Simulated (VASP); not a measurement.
# Co (Fd-3m) in VASP: further runs

Co is run at these levels: LDA; tasks: single point.

Everything below comes from runs of VASP 6.6.1. Logs are shortened: lines on timing, memory, paths and dates and some standing lists are left out, and cuts for length are marked.

### 1 The cell of the first run

The structure is cubic, space group Fd-3m (No. 227). Conventional cell: a = 4.725 Å, b = 4.725 Å, c = 4.725 Å, α = 90.00°, β = 90.00°, γ = 90.00°. Co (site symmetry -43m) has 4 Co at 2.05 Å within 2.7 Å.

This isn't the form of Co at room conditions, which is hcp.

### 2 Single point, LDA, collinear spin, antiferromagnetic start (13.19 Å³/atom)

The input, INCAR:

```
PREC = Accurate
ENCUT = 520
EDIFF = 1E-7
ISMEAR = -1
SIGMA = 0.05
LREAL = F
LASPH = T
NELM = 150
ALGO = Normal
ISIF = 2
LWAVE = F
LCHARG = T
ISPIN = 2
MAGMOM = 1.7 -1.7
LORBIT = 11
LMAXMIX = 4
GGA = CA
LELF = T
LVHAR = T
NBANDS = 20
```

The input, KPOINTS:

```
regular mesh
0
Gamma
  13 13 13
```

The input, POSCAR:

```
Co
1.0
    0.0000000000      2.3626096904      2.3626096904
    2.3626096904      0.0000000000      2.3626096904
    2.3626096904      2.3626096904      0.0000000000
Co
2
Direct
    0.1250000000      0.1250000000      0.1250000000
    0.8750000000      0.8750000000      0.8750000000
```

Potentials or basis: VASP PAW LDA potentials, release 64 (Co).

Run with:

```sh
$ cat potpaw_LDA.64/Co/POTCAR > POTCAR
$ mpirun -np 1 vasp_std > vasp.out
```

OUTCAR:

```text
PREC = Accurate
   ENCUT = 520
   EDIFF = 1E-7
   ISMEAR = -1
   LREAL = F
   LASPH = T
   NELM = 150
   ISIF = 2
   ISPIN = 2
   LORBIT = 11
   GGA = CA

 ion  position               nearest neighbor table
   1  0.125  0.125  0.125-   2 2.05   2 2.05   2 2.05   2 2.05
   2  0.875  0.875  0.875-   1 2.05   1 2.05   1 2.05   1 2.05

  LATTYP: Found a face centered cubic cell.
 ALAT       =     4.7252193808

  Lattice vectors:

 A1 = (   0.0000000000,   2.3626096904,   2.3626096904)
 A2 = (   2.3626096904,   0.0000000000,   2.3626096904)
 A3 = (   2.3626096904,   2.3626096904,   0.0000000000)

Analysis of symmetry for initial positions (statically):
=====================================================================
 Subroutine PRICEL returns:
 Original cell was already a primitive cell.

 Routine SETGRP: Setting up the symmetry group for a
 face centered cubic supercell.

 Subroutine GETGRP returns: Found 48 space group operations
 (whereof 12 operations were pure point group operations)
 out of a pool of 48 trial point group operations.

The static configuration has the point symmetry D_3d.
 The point group associated with its full space group is O_h .

Analysis of symmetry for dynamics (positions and initial velocities):
=====================================================================
 Subroutine PRICEL returns:
 Original cell was already a primitive cell.

 Routine SETGRP: Setting up the symmetry group for a
 face centered cubic supercell.

 Subroutine GETGRP returns: Found 48 space group operations
 (whereof 12 operations were pure point group operations)
 out of a pool of 48 trial point group operations.

The dynamic configuration has the point symmetry D_3d.
 The point group associated with its full space group is O_h .

Analysis of structural, dynamic, and magnetic symmetry:
=====================================================================
 Subroutine PRICEL returns:
 Original cell was already a primitive cell.

 Routine SETGRP: Setting up the symmetry group for a
 face centered cubic supercell.

 Subroutine GETGRP returns: Found 48 space group operations
 (whereof 12 operations were pure point group operations)
 out of a pool of 48 trial point group operations.

The overall configuration has the point symmetry D_3d.
 The point group associated with its full space group is O_h .

 Subroutine INISYM returns: Found 48 space group operations
 (whereof 12 operations are pure point group operations),
 and found     1 'primitive' translations

----------------------------------------------------------------------------------------

                                     Primitive cell

  volume of cell :      26.3758

  direct lattice vectors                    reciprocal lattice vectors
     0.000000000  2.362609690  2.362609690    -0.211630386  0.211630386  0.211630386
     2.362609690  0.000000000  2.362609690     0.211630386 -0.211630386  0.211630386
     2.362609690  2.362609690  0.000000000     0.211630386  0.211630386 -0.211630386

  length of vectors
     3.341234667  3.341234667  3.341234667     0.366554580  0.366554580  0.366554580

  position of ions in fractional coordinates (direct lattice)
     0.125000000  0.125000000  0.125000000
     0.875000000  0.875000000  0.875000000

  ion indices of the primitive-cell ions
   primitive index   ion index
                 1           1
                 2           2

----------------------------------------------------------------------------------------

 KPOINTS: regular mesh

Automatic generation of k-mesh.
 Grid dimensions read from file:
 generate k-points for:   13   13   13

 Generating k-lattice:

  Cartesian coordinates                     Fractional coordinates (reciprocal lattice)
    -0.016279260  0.016279260  0.016279260     0.076923077  0.000000000  0.000000000
     0.016279260 -0.016279260  0.016279260     0.000000000  0.076923077  0.000000000
     0.016279260  0.016279260 -0.016279260     0.000000000  0.000000000  0.076923077

  Length of vectors
     0.028196506  0.028196506  0.028196506

  Shift w.r.t. Gamma in fractional coordinates (k-lattice)
     0.000000000  0.000000000  0.000000000

 Subroutine IBZKPT returns following result:
 ===========================================

 Found     84 irreducible k-points:

 Following reciprocal coordinates:
            Coordinates               Weight
  0.000000  0.000000  0.000000      1.000000
  0.076923  0.000000  0.000000      8.000000
  0.153846  0.000000  0.000000      8.000000
  0.230769  0.000000  0.000000      8.000000
  0.307692  0.000000  0.000000      8.000000
  0.384615  0.000000  0.000000      8.000000
[... 16 lines left out ...]
  0.384615  0.153846  0.000000     24.000000
  0.461538  0.153846  0.000000     24.000000
 [... further k-points ...]
   k-points           NKPTS =     84   k-points in BZ     NKDIM =     84   number of bands    NBANDS=     20
   number of dos      NEDOS =    301   number of ions     NIONS =      2
   total plane-waves  NPLWV =  21952
   dimension x,y,z NGX =    28 NGY =   28 NGZ =   28
   dimension x,y,z NGXF=    56 NGYF=   56 NGZF=   56
   ions per type =               2
   NGX,Y,Z   is equivalent  to a cutoff of  13.93, 13.93, 13.93 a.u.
   NGXF,Y,Z  is equivalent  to a cutoff of  27.86, 27.86, 27.86 a.u.
 SYSTEM =  unknown system
   PREC   = accura    normal or accurate (medium, high low for compatibility)
   ISTART =      0    job   : 0-new  1-cont  2-samecut
   ICHARG =      2    charge: 1-file 2-atom 10-const
   ISPIN  =      2    spin polarized calculation?
   LNONCOLLINEAR =      F non collinear calculations
   LSORBIT =      F    spin-orbit coupling
   LASPH  =      T    aspherical Exc in radial PAW
   ENCUT  =  520.0 eV  38.22 Ry    6.18 a.u.   6.21  6.21  6.21*2*pi/ulx,y,z
   NELM   =    150;   NELMIN=  2; NELMDL= -5     # of ELM steps
   EDIFF  = 0.1E-06   stopping-criterion for ELM
   LREAL  =      F    real-space projection
   EDIFFG = 0.1E-05   stopping-criterion for IOM
   NSW    =      0    number of steps for IOM
   IBRION =     -1    ionic relax: 0-MD 1-quasi-New 2-CG
   NFREE  =      0    steps in history (QN), initial steepest desc. (CG)
   ISIF   =      2    stress and relaxation
   ISYM   =      2    0-nonsym 1-usesym 2-fastsym
   POTIM  = 0.5000    time-step for ionic-motion
   TEBEG  =    0.0;   TEEND  =   0.0 temperature during run
   PSTRESS=    0.0 pullay stress
   NELECT =      18.0000    total number of electrons
   NUPDOWN=      -1.0000    fix difference up-down
   EMIN   =  10.00;   EMAX   =-10.00  energy-range for DOS
   EFERMI =   0.00;   METHOD = LEGACY
   ISMEAR =    -1;   SIGMA  =   0.05  broadening in eV -4-tet -1-fermi 0-gaus
   EFERMI_NEDOS =   21; number of points for ismear=-14 and -15
   IALGO  =     38    algorithm
   IMIX   =      4    mixing-type and parameters
     AMIX     =   0.40;   BMIX     =  1.00
     AMIX_MAG =   1.60;   BMIX_MAG =  1.00
  volume/ion in A,a.u.               =      13.19        89.00
  Fermi-wavevector in a.u.,A,eV,Ry     =   1.441331  2.723720 28.265215  2.077435
  Thomas-Fermi vector in A             =   2.559975
   LORBIT       =     11    0 simple, 1 ext, 2 COOP (PROOUT), +10 PAW based schemes
   GGA     = CA    functional components
   LHFCALC =     F    Hartree Fock is set to
   AEXX    =    0.0000 exact exchange contribution
   IVDW    =     0    specifies the selected vdW correction
   LEPSILON=     F    determine dielectric tensor
   LRPA    =     F    only Hartree local field effects (RPA)
 spin polarized calculation
  energy-cutoff  :      520.00
  volume of cell :       26.38
 maximum number of plane-waves:       725
 NGX is ok and might be reduce to    28
   NGX = 13   NGY = 13   NGZ = 13

 number of electron      18.0000001 magnetization      -0.0000000

 number of electron      18.0000001 magnetization       0.0000000

 Free energy of the ion-electron system (eV)
  ---------------------------------------------------
  ext. energy  EPLUGINS =         0.00000000
  ---------------------------------------------------
  free energy    TOTEN  =       -13.57224650 eV

  energy without entropy =      -13.53970806  energy(sigma->0) =      -13.55597728

 E-fermi :   7.5024     XC(G=0): -12.3172

 val. band max:        7.4963093550   @ k =   0.4615   0.3846   0.0769
 cond. band min:       7.5078367018   @ k =  -0.2308   0.3077   0.0769
 fundamental gap:      0.0115273467
 Fermi energy:         7.5023931612

 spin component 1

 k-point     1 :       0.0000    0.0000    0.0000
  band No.  band energies     occupation
      1      -0.0258      1.00000
      2       3.9134      1.00000
      3       3.9134      1.00000
      4       4.1704      1.00000
      5       4.1704      1.00000
      6       4.1704      1.00000
[... 12 lines left out ...]
     19      25.0567      0.00000
     20      26.5517      0.00000
[... 507 lines left out ...]
 k-point    24 :       0.4615    0.1538    0.0000
  band No.  band energies     occupation
      1       3.1208      1.00000
      2       3.4036      1.00000
      3       4.1174      1.00000
      4       4.2237      1.00000
      5       4.4140      1.00000
      6       4.8057      1.00000
[... 12 lines left out ...]
     19      27.9787      0.00000
     20      31.9273      0.00000

 [... further k-points ...]

 spin component 2

 k-point     1 :       0.0000    0.0000    0.0000
  band No.  band energies     occupation
      1      -0.0258      1.00000
      2       3.9134      1.00000
      3       3.9134      1.00000
      4       4.1704      1.00000
      5       4.1704      1.00000
      6       4.1704      1.00000
[... 12 lines left out ...]
     19      25.0567      0.00000
     20      26.5517      0.00000
[... 507 lines left out ...]
 k-point    24 :       0.4615    0.1538    0.0000
  band No.  band energies     occupation
      1       3.1208      1.00000
      2       3.4036      1.00000
      3       4.1174      1.00000
      4       4.2237      1.00000
      5       4.4140      1.00000
      6       4.8057      1.00000
[... 12 lines left out ...]
     19      27.9787      0.00000
     20      31.9273      0.00000

 [... further k-points ...]

------------------------ aborting loop because EDIFF is reached ----------------------------------------

  FORCE on cell =-STRESS in cart. coord.  units (eV):
  Direction    XX          YY          ZZ          XY          YZ          ZX
  --------------------------------------------------------------------------------------
  -------------------------------------------------------------------------------------
  Total        0.8362516      0.8362516      0.8362516      0.0000000     -0.0000000      0.0000000
  in kB       50.7974171     50.7974171     50.7974171      0.0000000     -0.0000000      0.0000000
  external PRESSURE =      50.7974171 kB  Pullay stress =       0.0000000 kB

 VOLUME and BASIS-vectors are now :
 -----------------------------------------------------------------------------
  energy-cutoff  :      520.00
  volume of cell :       26.38
      direct lattice vectors                 reciprocal lattice vectors
     0.000000000  2.362609690  2.362609690    -0.211630386  0.211630386  0.211630386
     2.362609690  0.000000000  2.362609690     0.211630386 -0.211630386  0.211630386
     2.362609690  2.362609690  0.000000000     0.211630386  0.211630386 -0.211630386

 POSITION                                       TOTAL-FORCE (eV/Angst)
 -----------------------------------------------------------------------------------
      0.59065      0.59065      0.59065         0.000000      0.000000      0.000000
      4.13457      4.13457      4.13457        -0.000000     -0.000000     -0.000000
 -----------------------------------------------------------------------------------
    total drift:                                0.000000      0.000000     -0.000000

  FREE ENERGIE OF THE ION-ELECTRON SYSTEM (eV)
  ---------------------------------------------------
  free  energy   TOTEN  =       -13.5722464981 eV

  energy  without entropy=      -13.5397080593  energy(sigma->0) =      -13.55597728

 total charge

# of ion       s       p       d       tot
------------------------------------------
    1        0.600   0.488   7.456   8.545
    2        0.600   0.488   7.456   8.545
--------------------------------------------------
tot          1.201   0.976  14.912  17.089

 magnetization (x)

# of ion       s       p       d       tot
------------------------------------------
    1        0.000   0.000   0.000   0.000
    2       -0.000  -0.000  -0.000  -0.000
--------------------------------------------------
tot          0.000   0.000   0.000   0.000
```

It took 3.3 min on 1 thread of Intel Xeon 8259CL, shared host; peak memory 0.19 GiB.

What came out:

| Item | Value |
| --- | --- |
| Free energy | -13.5722 eV |
| Pressure | 5.1 GPa |
| Band gap on the k mesh | zero (filled and empty bands overlap) |
| Net moment | 0.00 μB per cell |
| Valence electrons inside the program's atomic spheres | Co 8.54 |

Levels at points of the mesh, in eV from the Fermi level:
Spin up:
| k point | band 6 | band 7 | band 8 | band 9 | band 10 | band 11 | band 12 | band 13 |
| --- | --- | --- | --- | --- | --- | --- | --- | --- |
| (0.00, 0.00, 0.00) | -3.33 | -1.26 | -1.26 | -1.26 | 0.36 | 0.36 | 14.51 | 14.51 |
Spin down:
```
           k point  band 7  band 8  band 9  band 10  band 11  band 12
(0.00, 0.00, 0.00)   -1.26   -1.26   -1.26     0.36     0.36    14.51
```

Caveat: the cell stands under pressure; the moments typed at the start vanished in this run.

(Part 1 of 2 ends here.)
